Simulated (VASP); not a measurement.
Wanted: the native input for a VASP 6.6.1 run.

```
Task                   : single point
Functional             : PBEsol
Potentials or basis    : VASP PAW PBE potentials, release 64 (La, Al, N)
Cutoff                 : 520 eV
k mesh                 : 7 × 7 × 7
Occupations            : methfessel-paxton, width 0.1 eV
Spin                   : no spin polarisation
Dipole correction      : no
Further INCAR settings : ALGO = Normal; EDIFF = 1e-06; NBANDS = 28
```

The structure of La3AlN lies in POSCAR:

```
La3AlN
1.0
    5.0975200000     -0.0849586667     -0.0849586667
   -0.0849586667      5.0975200000     -0.0849586667
   -0.0849586667     -0.0849586667      5.0975200000
La Al N
3 1 1
Direct
    0.5000000000      0.5000000000      0.0000000000
    0.0000000000      0.5000000000      0.5000000000
    0.5000000000      0.0000000000      0.5000000000
    0.0000000000      0.0000000000      0.0000000000
    0.5000000000      0.5000000000      0.5000000000
```

The input as run:

INCAR

```
SYSTEM = La3AlN
ALGO = Normal
EDIFF = 1E-6
ENCUT = 520
GGA = PS
ISIF = 2
ISMEAR = 1
LASPH = .TRUE.
LCHARG = .TRUE.
LELF = .TRUE.
LREAL = .FALSE.
LVHAR = .TRUE.
LWAVE = .FALSE.
NBANDS = 28
NELM = 100
PREC = Accurate
SIGMA = 0.1
```

KPOINTS

```
k-points
0
G
  7 7 7
  0 0 0
```

Potentials or basis: VASP PAW PBE potentials, release 64 (La, Al, N).

Launch:

```console
$ cat potpaw_PBE.64/La/POTCAR potpaw_PBE.64/Al/POTCAR potpaw_PBE.64/N/POTCAR > POTCAR
$ mpirun -np 1 vasp_std > vasp.out
```

It gave:

```
Pressure : -2.8 GPa
```

Caveat: the PAW data sets were made with another functional, which shifts forces and pressure a little.

Run time: 3.8 min on 1 thread of Intel Xeon 6975P-C, on a shared host, peak memory 0.36 GiB.
